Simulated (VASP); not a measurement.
Input of a VASP 6.6.1 run:

File INCAR:

```
SYSTEM = SrO
PREC = Accurate ; ENCUT = 520
EDIFF = 1E-7 ; ISMEAR = 0
SIGMA = 0.05 ; LREAL = .False.
LASPH = .True. ; NELM = 80
ALGO = Normal ; ISIF = 2
LWAVE = .False. ; LCHARG = .False.
GGA = PE ; NBANDS = 15
```

Contents of KPOINTS:

```
Automatic mesh
0
Gamma
  12 12 12
  0 0 0
```

The input POSCAR:

```
SrO
1.0
    0.0000000000      2.6147154723      2.6147154723
    2.6147154723      0.0000000000      2.6147154723
    2.6147154723      2.6147154723      0.0000000000
Sr O
1 1
Direct
    0.5000000000      0.5000000000      0.5000000000
    0.0000000000      0.0000000000      0.0000000000
```

Potentials or basis: VASP PAW PBE potentials, release 64 (Sr_sv, O).

Run with:

```console
$ cat potpaw_PBE.64/Sr_sv/POTCAR potpaw_PBE.64/O/POTCAR > POTCAR
$ mpirun -np 1 vasp_std > vasp.out
```

(1) Estimate the pressure.

(2) Predict the band gap on the k mesh.

Answers

(1) -1.1 GPa.

(2) 3.29 eV, indirect (least direct gap 3.41 eV).
